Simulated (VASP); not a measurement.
Crystal: SnTe.

```
CELL_PARAMETERS angstrom
3.82499 0.00000 0.00000
0.00000 3.82499 0.00000
0.00000 0.00000 3.82499
ATOMIC_POSITIONS crystal
Te 0.50000 0.50000 0.50000
Sn 0.00000 0.00000 0.00000
```

This cell differs from its parent crystal: volume scaled by 0.94.

Base run:

| Property | Result |
| --- | --- |
| Program | VASP 6.6.1 |
| Functional | PBEsol |
| Potentials or basis | VASP PAW PBE potentials, release 64 (Te, Sn_d) |
| Cutoff | 520 eV |
| k mesh | 7 × 7 × 7 |
| Occupations | fermi-dirac, width 0.05 eV |
| Spin | no spin polarisation |

Its results: band gap on the k mesh zero (band 10 reaches 7.93 eV, above the bottom of band 11 at 6.60 eV); pressure -1.6 GPa.

Q: The run is repeated on the same cell with these changes: functional from PBEsol to LDA; potentials or basis from VASP PAW PBE potentials, release 64 (Te, Sn_d) to VASP PAW LDA potentials, release 64 (Te, Sn_d). What comes out?

A: Band gap on the k mesh zero (band 10 reaches 7.86 eV, above the bottom of band 11 at 6.57 eV); pressure -2.7 GPa.

Caveats: spin-orbit coupling is left out, which moves the levels of the heavy elements; the PAW data sets were made with another functional, which shifts forces and pressure a little (some runs).
